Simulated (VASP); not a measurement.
Runs of VASP 6.6.1 on Cs2Au. The structure is that of space group F-43m (No. 216), or close to it. The cells are those of the table. 

| task | cell | k mesh | cutoff (eV) | gap on the mesh (eV) | pressure (GPa) | relaxed volume (Å³/atom) |
| --- | --- | --- | --- | --- | --- | --- |
| single point | a = 5.699 Å, angles 60.0°, 3 atoms | 4 × 4 × 4 | 520 | none | (a) | - |
| single point | a = 6.151 Å, angles 60.0°, 3 atoms | 10 × 10 × 10 | 520 | none | 0.0 | - |
| relaxation of cell and atoms | relaxed from a = 6.151 Å, angles 60.0°, 3 atoms | 10 × 10 × 10 | 600 | none | 0.0 | 55.47 |
| single point | a = 6.025 Å, angles 60.0°, 3 atoms | 4 × 4 × 4 | 520 | none | 0.4 | - |
| relaxation of cell and atoms | relaxed from a = 5.699 Å, angles 60.0°, 3 atoms | 4 × 4 × 4 | 600 | none | 0.1 | 53.82 |
| relaxation of cell and atoms | relaxed from a = 6.025 Å, angles 60.0°, 3 atoms | 10 × 10 × 10 | 600 | none | 0.0 | (b) |

Alike in all rows: level PBE; potentials or basis VASP PAW PBE potentials, release 64 (Cs_sv, Au); no spin polarisation; smearing gaussian 0.1 eV.

Problem. Fill in the values left out.

Solution. (a) 2.5; (b) 55.67.

Caveats: spin-orbit coupling is left out, which moves the levels of the heavy elements; the volume moved by over 15 % at a fixed basis, so the end points are rough (some runs).

A k mesh can miss the band edges, and the runs leave out spin-orbit coupling on Au, Cs.

A gap of «none» marks levels without a gap at the run's occupations.
